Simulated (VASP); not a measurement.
**HfN: single point with PBEsol**

HfN:

```
Hf N
1.0
     0.00000    2.43353    2.36053
     2.43353    0.00000    2.36053
     2.43353    2.43353    0.00000
Hf N
1 1
Direct
  0.00000 0.00000 0.00000
  0.75000 0.75000 0.75000
```

This cell differs from its parent crystal: strain +0.000 along x and y, -0.030 along z.

```yaml
Program: VASP 6.6.1
Task: single point
Functional: PBEsol
Potentials_or_basis: VASP PAW PBE potentials, release 64 (Hf_pv, N)
Cutoff: 520 eV
k_mesh: 22 × 22 × 22
Occupations: gaussian, width 0.15 eV
Spin: no spin polarisation
Dipole_correction: no
Further_INCAR_settings: ALGO = Normal; EDIFF = 1e-07; NBANDS = 14
```

| Property | Result |
| --- | --- |
| Pressure | 5.8 GPa |
| Band gap on the k mesh | zero (an odd number of electrons rules out a gap without spin polarisation) |

Stress tensor (GPa, compression positive):
```
4.32 0.00 0.00
0.00 4.32 0.00
0.00 0.00 8.65
```

Levels at points of the mesh, in eV from the Fermi level:
```csv
k point,band 6,band 7,band 8,band 9,band 10,band 11
"(0.00, 0.00, 0.00)",-5.75,-5.67,-0.61,2.12,2.53,6.76
"(0.50, 0.00, 0.00)",-5.17,-5.01,1.62,2.86,2.89,4.35
"(0.50, 0.50, 0.00)",-3.72,-3.72,-1.04,2.35,4.28,4.97
"(0.50, 0.00, 0.50)",-3.69,-3.59,-1.25,2.23,4.34,4.93
```

Wall time 2.5 min on 1 thread of Intel(R) Xeon(R) 6975P-C (Granite Rapids) (shared host), peak memory 0.43 GiB.

Caveat: the cell differs from its parent crystal (strain +0.000 along x and y, -0.030 along z); the cell stands under pressure; the PAW data sets were made with another functional, which shifts forces and pressure a little; spin-orbit coupling is left out, which moves the levels of the heavy elements; an odd number of electrons without spin polarisation forces a metal; a magnetic or distorted state may lie lower.
